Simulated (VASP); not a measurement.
## SrO: single point with r2SCAN

The system is SrO.

```
Sr O
1.0
     0.00000    2.50556    2.69829
     2.50556    0.00000    2.69829
     2.50556    2.50556    0.00000
Sr O
1 1
Direct
  0.00000 0.00000 0.00000
  0.50000 0.50000 0.50000
```

This cell differs from its parent crystal: strain -0.025 along x and y, +0.050 along z.

```yaml
Program: VASP 6.6.1
Task: single point
Functional: r2SCAN
Potentials_or_basis: VASP PAW PBE potentials, release 64 (Sr_sv, O)
Cutoff: 520 eV
k_mesh: 8 × 8 × 8
Occupations: gaussian, width 0.05 eV
Spin: no spin polarisation
Dipole_correction: no
Further_INCAR_settings: ALGO = Normal; EDIFF = 1e-06; NBANDS = 15
```

| Item | Value |
| --- | --- |
| Pressure | 3.1 GPa |
| Band gap on the k mesh | 3.59 eV, indirect (least direct gap 3.64 eV) |

Stress tensor (GPa, compression positive):
```
 6.49  0.00  0.00
 0.00  6.49  0.00
 0.00  0.00 -3.75
```

Levels at points of the mesh, in eV from the valence-band top:
| k point | band 6 | band 7 | band 8 | band 9 | band 10 | band 11 |
| --- | --- | --- | --- | --- | --- | --- |
| (0.00, 0.00, 0.00) | -0.23 | 0.00 | 0.00 | 4.44 | 6.36 | 6.93 |
| (0.50, 0.00, 0.00) | -2.21 | -1.25 | -1.24 | 7.02 | 8.97 | 9.42 |
| (0.50, 0.50, 0.00) | -0.78 | -0.07 | -0.07 | 3.85 | 8.51 | 10.83 |
| (0.50, 0.00, 0.50) | -0.35 | -0.34 | -0.05 | 3.59 | 8.39 | 10.95 |

Wall time 3.1 min on 1 thread of AMD EPYC 7R43 64-Core Processor (Zen 3) (shared host), peak memory 0.15 GiB.

Caveat: the cell differs from its parent crystal (strain -0.025 along x and y, +0.050 along z); the PAW data sets were made with another functional, which shifts forces and pressure a little. A k mesh can miss the band edges.
